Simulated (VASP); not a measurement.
# Tl (Im-3m) in VASP: notebook

The runs below take Tl through single point, with LDA.

Everything below comes from runs of VASP 6.6.1. Logs are shortened: lines on timing, memory, paths and dates and some standing lists are left out, and cuts for length are marked.

## (1) The cell of the first run

Symmetry: Im-3m, No. 229, cubic system. Conventional cell: a = 3.792 Å, b = 3.792 Å, c = 3.792 Å, α = 90.00°, β = 90.00°, γ = 90.00°. Tl (site symmetry m-3m) has 14 Tl at 3.28 to 3.79 Å within 4.3 Å.

## (2) Single point, LDA

INCAR

```
  ALGO = Normal
  EDIFF = 1E-6
  ENCUT = 520
  ISIF = 2
  ISMEAR = -1
  LASPH = True
  LCHARG = False
  LREAL = False
  LWAVE = False
  NBANDS = 12
  NELM = 80
  PREC = Accurate
  SIGMA = 0.1
```

KPOINTS

```
k-points
0
Gamma
  12 12 12
```

POSCAR

```
Tl
1.0
   -1.8962305924      1.8962305924      1.8962305924
    1.8962305924     -1.8962305924      1.8962305924
    1.8962305924      1.8962305924     -1.8962305924
Tl
1
Direct
    0.0000000000      0.0000000000      0.0000000000
```

Potentials or basis: VASP PAW LDA potentials, release 64 (Tl_d).

Started as:

```bash
> cat potpaw_LDA.64/Tl_d/POTCAR > POTCAR
> mpirun -np 1 vasp_std > vasp.out
```

OUTCAR:

```text
EDIFF = 1E-6
   ENCUT = 520
   ISIF = 2
   ISMEAR = -1
   LASPH = True
   LREAL = False
   NELM = 80
   PREC = Accurate

 ion  position               nearest neighbor table
   1  0.000  0.000  0.000-

  LATTYP: Found a body centered cubic cell.
 ALAT       =     3.7924611848

  Lattice vectors:

 A1 = (  -1.8962305924,   1.8962305924,   1.8962305924)
 A2 = (   1.8962305924,  -1.8962305924,   1.8962305924)
 A3 = (   1.8962305924,   1.8962305924,  -1.8962305924)

Analysis of symmetry for initial positions (statically):
=====================================================================
 Subroutine PRICEL returns:
 Original cell was already a primitive cell.

 Routine SETGRP: Setting up the symmetry group for a
 body centered cubic supercell.

 Subroutine GETGRP returns: Found 48 space group operations
 (whereof 48 operations were pure point group operations)
 out of a pool of 48 trial point group operations.

The static configuration has the point symmetry O_h .

Analysis of symmetry for dynamics (positions and initial velocities):
=====================================================================
 Subroutine PRICEL returns:
 Original cell was already a primitive cell.

 Routine SETGRP: Setting up the symmetry group for a
 body centered cubic supercell.

 Subroutine GETGRP returns: Found 48 space group operations
 (whereof 48 operations were pure point group operations)
 out of a pool of 48 trial point group operations.

The dynamic configuration has the point symmetry O_h .

 Subroutine INISYM returns: Found 48 space group operations
 (whereof 48 operations are pure point group operations),
 and found     1 'primitive' translations

----------------------------------------------------------------------------------------

                                     Primitive cell

  volume of cell :      27.2730

  direct lattice vectors                    reciprocal lattice vectors
    -1.896230592  1.896230592  1.896230592     0.000000000  0.263681011  0.263681011
     1.896230592 -1.896230592  1.896230592     0.263681011  0.000000000  0.263681011
     1.896230592  1.896230592 -1.896230592     0.263681011  0.263681011  0.000000000

  length of vectors
     3.284367729  3.284367729  3.284367729     0.372901262  0.372901262  0.372901262

  position of ions in fractional coordinates (direct lattice)
     0.000000000  0.000000000  0.000000000

  ion indices of the primitive-cell ions
   primitive index   ion index
                 1           1

----------------------------------------------------------------------------------------

 KPOINTS: k-points

Automatic generation of k-mesh.
 Grid dimensions read from file:
 generate k-points for:   12   12   12

 Generating k-lattice:

  Cartesian coordinates                     Fractional coordinates (reciprocal lattice)
     0.000000000  0.021973418  0.021973418     0.083333333  0.000000000  0.000000000
     0.021973418  0.000000000  0.021973418     0.000000000  0.083333333  0.000000000
     0.021973418  0.021973418  0.000000000     0.000000000  0.000000000  0.083333333

  Length of vectors
     0.031075105  0.031075105  0.031075105

  Shift w.r.t. Gamma in fractional coordinates (k-lattice)
     0.000000000  0.000000000  0.000000000

 Subroutine IBZKPT returns following result:
 ===========================================

 Found     72 irreducible k-points:

 Following reciprocal coordinates:
            Coordinates               Weight
  0.000000  0.000000  0.000000      1.000000
  0.083333  0.000000  0.000000     12.000000
  0.166667  0.000000  0.000000     12.000000
  0.250000  0.000000  0.000000     12.000000
  0.333333  0.000000  0.000000     12.000000
  0.416667  0.000000  0.000000     12.000000
[... 16 lines left out ...]
  0.333333  0.083333  0.083333     24.000000
  0.416667  0.083333  0.083333     12.000000
 [... further k-points ...]
   k-points           NKPTS =     72   k-points in BZ     NKDIM =     72   number of bands    NBANDS=     12
   number of dos      NEDOS =    301   number of ions     NIONS =      1
   total plane-waves  NPLWV =  13824
   dimension x,y,z NGX =    24 NGY =   24 NGZ =   24
   dimension x,y,z NGXF=    48 NGYF=   48 NGZF=   48
   ions per type =               1
   NGX,Y,Z   is equivalent  to a cutoff of  12.15, 12.15, 12.15 a.u.
   NGXF,Y,Z  is equivalent  to a cutoff of  24.30, 24.30, 24.30 a.u.
 SYSTEM =  unknown system
   PREC   = accura    normal or accurate (medium, high low for compatibility)
   ISTART =      0    job   : 0-new  1-cont  2-samecut
   ICHARG =      2    charge: 1-file 2-atom 10-const
   ISPIN  =      1    spin polarized calculation?
   LNONCOLLINEAR =      F non collinear calculations
   LSORBIT =      F    spin-orbit coupling
   LASPH  =      T    aspherical Exc in radial PAW
   ENCUT  =  520.0 eV  38.22 Ry    6.18 a.u.   6.11  6.11  6.11*2*pi/ulx,y,z
   NELM   =     80;   NELMIN=  2; NELMDL= -5     # of ELM steps
   EDIFF  = 0.1E-05   stopping-criterion for ELM
   LREAL  =      F    real-space projection
   EDIFFG = 0.1E-04   stopping-criterion for IOM
   NSW    =      0    number of steps for IOM
   IBRION =     -1    ionic relax: 0-MD 1-quasi-New 2-CG
   NFREE  =      0    steps in history (QN), initial steepest desc. (CG)
   ISIF   =      2    stress and relaxation
   ISYM   =      2    0-nonsym 1-usesym 2-fastsym
   POTIM  = 0.5000    time-step for ionic-motion
   TEBEG  =    0.0;   TEEND  =   0.0 temperature during run
   PSTRESS=    0.0 pullay stress
   NELECT =      13.0000    total number of electrons
   NUPDOWN=      -1.0000    fix difference up-down
   EMIN   =  10.00;   EMAX   =-10.00  energy-range for DOS
   EFERMI =   0.00;   METHOD = LEGACY
   ISMEAR =    -1;   SIGMA  =   0.10  broadening in eV -4-tet -1-fermi 0-gaus
   EFERMI_NEDOS =   21; number of points for ismear=-14 and -15
   IALGO  =     38    algorithm
   IMIX   =      4    mixing-type and parameters
     AMIX     =   0.40;   BMIX     =  1.00
     AMIX_MAG =   1.60;   BMIX_MAG =  1.00
  volume/ion in A,a.u.               =      27.27       184.05
  Fermi-wavevector in a.u.,A,eV,Ry     =   1.278826  2.416631 22.250914  1.635396
  Thomas-Fermi vector in A             =   2.411347
   LORBIT       =      0    0 simple, 1 ext, 2 COOP (PROOUT), +10 PAW based schemes
   GGA     = CA    functional components
   LHFCALC =     F    Hartree Fock is set to
   AEXX    =    0.0000 exact exchange contribution
   IVDW    =     0    specifies the selected vdW correction
   LEPSILON=     F    determine dielectric tensor
   LRPA    =     F    only Hartree local field effects (RPA)
 non-spin polarized calculation
  energy-cutoff  :      520.00
  volume of cell :       27.27
 maximum number of plane-waves:       746
   NGX = 13   NGY = 13   NGZ = 13

 number of electron      12.9999998 magnetization

 Free energy of the ion-electron system (eV)
  ---------------------------------------------------
  ext. energy  EPLUGINS =         0.00000000
  ---------------------------------------------------
  free energy    TOTEN  =        -2.93622546 eV

  energy without entropy =       -2.91886356  energy(sigma->0) =       -2.92754451

 E-fermi :   6.7684     XC(G=0): -10.7429

 val. band max:        6.7287073410   @ k =   0.2500   0.2500   0.0000
 cond. band min:       6.7812413380   @ k =  -0.4167   0.4167   0.2500
 fundamental gap:      0.0525339969
 Fermi energy:         6.7684065286

 k-point     1 :       0.0000    0.0000    0.0000
  band No.  band energies     occupation
      1      -4.8975      2.00000
      2      -4.8975      2.00000
      3      -4.8975      2.00000
      4      -4.4064      2.00000
      5      -4.4064      2.00000
      6      -3.5921      2.00000
      7      18.0907      0.00000
      8      18.0907      0.00000
      9      18.0907      0.00000
     10      19.2676      0.00000
     11      19.2676      0.00000
     12      19.2676      0.00000

 k-point     2 :       0.0833    0.0000    0.0000
  band No.  band energies     occupation
      1      -4.9121      2.00000
      2      -4.8888      2.00000
      3      -4.8477      2.00000
      4      -4.4223      2.00000
      5      -4.4065      2.00000
      6      -3.4263      2.00000
      7      16.4216      0.00000
      8      17.4826      0.00000
      9      17.6717      0.00000
     10      18.8260      0.00000
     11      19.1803      0.00000
     12      19.2839      0.00000

 k-point     3 :       0.1667    0.0000    0.0000
  band No.  band energies     occupation
      1      -4.9515      2.00000
      2      -4.8862      2.00000
      3      -4.7083      2.00000
      4      -4.4579      2.00000
      5      -4.4065      2.00000
      6      -2.9124      2.00000
      7      13.4647      0.00000
      8      16.2047      0.00000
      9      16.6530      0.00000
     10      18.2821      0.00000
     11      18.9826      0.00000
     12      19.7544      0.00000
[... 286 lines left out ...]
 k-point    23 :       0.3333    0.0833    0.0833
  band No.  band energies     occupation
      1      -5.0671      2.00000
      2      -5.0008      2.00000
      3      -4.4378      2.00000
      4      -4.4022      2.00000
      5      -4.2550      2.00000
      6       0.9459      2.00000
      7       5.6162      1.99998
      8      11.1491      0.00000
      9      12.6118      0.00000
     10      19.9061      0.00000
     11      20.3420      0.00000
     12      23.7060      0.00000

 k-point    24 :       0.4167    0.0833    0.0833
  band No.  band energies     occupation
      1      -5.0785      2.00000
      2      -5.0190      2.00000
      3      -4.4289      2.00000
      4      -4.4005      2.00000
      5      -4.2083      2.00000
      6       1.9583      2.00000
      7       4.3293      2.00000
      8      10.9100      0.00000
      9      12.4585      0.00000
     10      19.8169      0.00000
     11      20.2920      0.00000
     12      23.7292      0.00000

 [... further k-points ...]
[... 5 lines left out ...]
  --------------------------------------------------------------------------------------
  -------------------------------------------------------------------------------------
  Total        0.0158378      0.0158378      0.0158378     -0.0000000     -0.0000000      0.0000000
  in kB        0.9304025      0.9304025      0.9304025     -0.0000000     -0.0000000      0.0000000
  external PRESSURE =       0.9304025 kB  Pullay stress =       0.0000000 kB

 VOLUME and BASIS-vectors are now :
 -----------------------------------------------------------------------------
  energy-cutoff  :      520.00
  volume of cell :       27.27
      direct lattice vectors                 reciprocal lattice vectors
    -1.896230592  1.896230592  1.896230592     0.000000000  0.263681011  0.263681011
     1.896230592 -1.896230592  1.896230592     0.263681011  0.000000000  0.263681011
     1.896230592  1.896230592 -1.896230592     0.263681011  0.263681011  0.000000000

 POSITION                                       TOTAL-FORCE (eV/Angst)
 -----------------------------------------------------------------------------------
      0.00000      0.00000      0.00000         0.000000      0.000000      0.000000
 -----------------------------------------------------------------------------------
    total drift:                                0.000000      0.000000     -0.000000

  FREE ENERGIE OF THE ION-ELECTRON SYSTEM (eV)
  ---------------------------------------------------
  free  energy   TOTEN  =        -2.9362254592 eV

  energy  without entropy=       -2.9188635606  energy(sigma->0) =       -2.92754451
```

Wall time 4.3 s (1 thread of Intel Xeon 6975P-C (Granite Rapids), shared host); peak memory 0.13 GiB.

What came out:

```yaml
Free_energy: -2.9362 eV
Pressure: 0.1 GPa
```

Caveat: spin-orbit coupling is left out, which moves the levels of the heavy elements.

## (3) Single point, LDA (volume scaled by 0.96)

INCAR

```
SYSTEM = Tl
PREC = Accurate ; ENCUT = 520
EDIFF = 1E-6 ; ISMEAR = -1
SIGMA = 0.1 ; LREAL = .False.
LASPH = .True. ; NELM = 60
ALGO = Normal ; ISIF = 2
LWAVE = .False. ; LCHARG = .True.
LELF = .True. ; LVHAR = .True.
NBANDS = 12
```

KPOINTS

```
regular mesh
0
Gamma
  13 13 13
  0 0 0
```

POSCAR

```
Tl
1.0
   -1.8706027131      1.8706027131      1.8706027131
    1.8706027131     -1.8706027131      1.8706027131
    1.8706027131      1.8706027131     -1.8706027131
Tl
1
Direct
    0.0000000000      0.0000000000      0.0000000000
```

Potentials or basis: VASP PAW LDA potentials, release 64 (Tl_d).

Started as:

```bash
> cat potpaw_LDA.64/Tl_d/POTCAR > POTCAR
> mpirun -np 1 vasp_std > vasp.out
```

Wall time 5.2 s (1 thread of Intel Xeon 6975P-C (Granite Rapids), shared host); peak memory 0.14 GiB.

It converged, with:

```yaml
Free_energy: -2.9289 eV
Pressure: 2.1 GPa
```

Levels at points of the mesh, in eV from the Fermi level:
```
           k point  band 3  band 4  band 5  band 6  band 7  band 8  band 9  band 10
(0.00, 0.00, 0.00)  -11.75  -11.21  -11.21  -10.67   11.78   11.78   11.78    12.57
```

Caveat: spin-orbit coupling is left out, which moves the levels of the heavy elements.

## (4) Single point, LDA

INCAR

```
SYSTEM = Tl
ALGO     = Normal         ! electronic algorithm
EDIFF    = 1E-6           ! SCF threshold, eV
ENCUT    = 520            ! plane-wave cutoff, eV
ISIF     = 2              ! what is computed and relaxed
ISMEAR   = -1             ! smearing method
LASPH    = .True.         ! aspherical terms in the spheres
LCHARG   = .True.         ! write CHGCAR
LELF     = .True.         ! ELF
LREAL    = .False.        ! projectors in reciprocal space
LVHAR    = .True.       
LWAVE    = .False.        ! write WAVECAR
NBANDS   = 12             ! bands
NELM     = 80             ! most SCF steps
PREC     = Accurate       ! precision mode
SIGMA    = 0.1            ! smearing width, eV
```

KPOINTS

```
k-points
0
Gamma
  13 13 13
  0 0 0
```

POSCAR

```
Tl
1.0
   -1.8962305924      1.8962305924      1.8962305924
    1.8962305924     -1.8962305924      1.8962305924
    1.8962305924      1.8962305924     -1.8962305924
Tl
1
Direct
    0.0000000000      0.0000000000      0.0000000000
```

Potentials or basis: VASP PAW LDA potentials, release 64 (Tl_d).

Started as:

```bash
> cat potpaw_LDA.64/Tl_d/POTCAR > POTCAR
> mpirun -np 1 vasp_std > vasp.out
```

OUTCAR:

```text
SYSTEM = Tl
   EDIFF = 1E-6
   ENCUT = 520
   ISIF = 2
   ISMEAR = -1
   LASPH = .True.
   LREAL = .False.
   NELM = 80
   PREC = Accurate

 ion  position               nearest neighbor table
   1  0.000  0.000  0.000-

  LATTYP: Found a body centered cubic cell.
 ALAT       =     3.7924611848

  Lattice vectors:

 A1 = (  -1.8962305924,   1.8962305924,   1.8962305924)
 A2 = (   1.8962305924,  -1.8962305924,   1.8962305924)
 A3 = (   1.8962305924,   1.8962305924,  -1.8962305924)

Analysis of symmetry for initial positions (statically):
=====================================================================
 Subroutine PRICEL returns:
 Original cell was already a primitive cell.

 Routine SETGRP: Setting up the symmetry group for a
 body centered cubic supercell.

 Subroutine GETGRP returns: Found 48 space group operations
 (whereof 48 operations were pure point group operations)
 out of a pool of 48 trial point group operations.

The static configuration has the point symmetry O_h .

Analysis of symmetry for dynamics (positions and initial velocities):
=====================================================================
 Subroutine PRICEL returns:
 Original cell was already a primitive cell.

 Routine SETGRP: Setting up the symmetry group for a
 body centered cubic supercell.

 Subroutine GETGRP returns: Found 48 space group operations
 (whereof 48 operations were pure point group operations)
 out of a pool of 48 trial point group operations.

The dynamic configuration has the point symmetry O_h .

 Subroutine INISYM returns: Found 48 space group operations
 (whereof 48 operations are pure point group operations),
 and found     1 'primitive' translations

----------------------------------------------------------------------------------------

                                     Primitive cell

  volume of cell :      27.2730

  direct lattice vectors                    reciprocal lattice vectors
    -1.896230592  1.896230592  1.896230592     0.000000000  0.263681011  0.263681011
     1.896230592 -1.896230592  1.896230592     0.263681011  0.000000000  0.263681011
[... 106 lines left out ...]
  Thomas-Fermi vector in A             =   2.411347
   LORBIT       =      0    0 simple, 1 ext, 2 COOP (PROOUT), +10 PAW based schemes
   GGA     = CA    functional components
   LHFCALC =     F    Hartree Fock is set to
   AEXX    =    0.0000 exact exchange contribution
   IVDW    =     0    specifies the selected vdW correction
   LEPSILON=     F    determine dielectric tensor
   LRPA    =     F    only Hartree local field effects (RPA)
 non-spin polarized calculation
  energy-cutoff  :      520.00
  volume of cell :       27.27
 maximum number of plane-waves:       745
   NGX = 13   NGY = 13   NGZ = 13

 number of electron      12.9999998 magnetization

 Free energy of the ion-electron system (eV)
  ---------------------------------------------------
  ext. energy  EPLUGINS =         0.00000000
  ---------------------------------------------------
  free energy    TOTEN  =        -2.93665064 eV

  energy without entropy =       -2.91986846  energy(sigma->0) =       -2.92825955

 E-fermi :   6.7744     XC(G=0): -10.7429

 val. band max:        6.7443441043   @ k =  -0.3846   0.3846   0.1538
 cond. band min:       6.8027044180   @ k =  -0.3077   0.4615   0.0769
 fundamental gap:      0.0583603137
 Fermi energy:         6.7744328620

 k-point     1 :       0.0000    0.0000    0.0000
  band No.  band energies     occupation
      1      -4.8972      2.00000
      2      -4.8972      2.00000
      3      -4.8972      2.00000
      4      -4.4060      2.00000
      5      -4.4060      2.00000
      6      -3.5921      2.00000
      7      18.0908      0.00000
      8      18.0908      0.00000
      9      18.0908      0.00000
     10      19.2677      0.00000
     11      19.2677      0.00000
     12      19.2677      0.00000
[... 331 lines left out ...]
 k-point    24 :       0.2308    0.0769    0.0769
  band No.  band energies     occupation
      1      -5.0242      2.00000
      2      -4.9502      2.00000
      3      -4.4657      2.00000
      4      -4.4092      2.00000
      5      -4.4072      2.00000
      6      -0.9260      2.00000
      7       8.5899      0.00000
      8      12.3397      0.00000
      9      13.4544      0.00000
     10      19.9838      0.00000
     11      20.2989      0.00000
     12      22.0087      0.00000

 [... further k-points ...]
[... 5 lines left out ...]
  --------------------------------------------------------------------------------------
  -------------------------------------------------------------------------------------
  Total        0.0186862      0.0186862      0.0186862      0.0000000      0.0000000      0.0000000
  in kB        1.0977338      1.0977338      1.0977338      0.0000000      0.0000000      0.0000000
  external PRESSURE =       1.0977338 kB  Pullay stress =       0.0000000 kB

 VOLUME and BASIS-vectors are now :
 -----------------------------------------------------------------------------
  energy-cutoff  :      520.00
  volume of cell :       27.27
      direct lattice vectors                 reciprocal lattice vectors
    -1.896230592  1.896230592  1.896230592     0.000000000  0.263681011  0.263681011
     1.896230592 -1.896230592  1.896230592     0.263681011  0.000000000  0.263681011
     1.896230592  1.896230592 -1.896230592     0.263681011  0.263681011  0.000000000

 POSITION                                       TOTAL-FORCE (eV/Angst)
 -----------------------------------------------------------------------------------
      0.00000      0.00000      0.00000         0.000000     -0.000000     -0.000000
 -----------------------------------------------------------------------------------
    total drift:                                0.000000      0.000000      0.000000

  FREE ENERGIE OF THE ION-ELECTRON SYSTEM (eV)
  ---------------------------------------------------
  free  energy   TOTEN  =        -2.9366506411 eV

  energy  without entropy=       -2.9198684589  energy(sigma->0) =       -2.92825955
```

Run time: 5.3 s. Hardware: 1 thread of Intel Xeon 6975P-C (Granite Rapids), shared host; peak memory 0.14 GiB.

Results:

```yaml
Free_energy: -2.9367 eV
Pressure: 0.1 GPa
```

Levels at points of the mesh, in eV from the Fermi level:
```
           k point  band 2  band 3  band 4  band 5  band 6  band 7  band 8  band 9  band 10  band 11
(0.00, 0.00, 0.00)  -11.67  -11.67  -11.18  -11.18  -10.37   11.32   11.32   11.32    12.49    12.49
```

Caveat: spin-orbit coupling is left out, which moves the levels of the heavy elements.

(Part 1 of 2 ends here.)
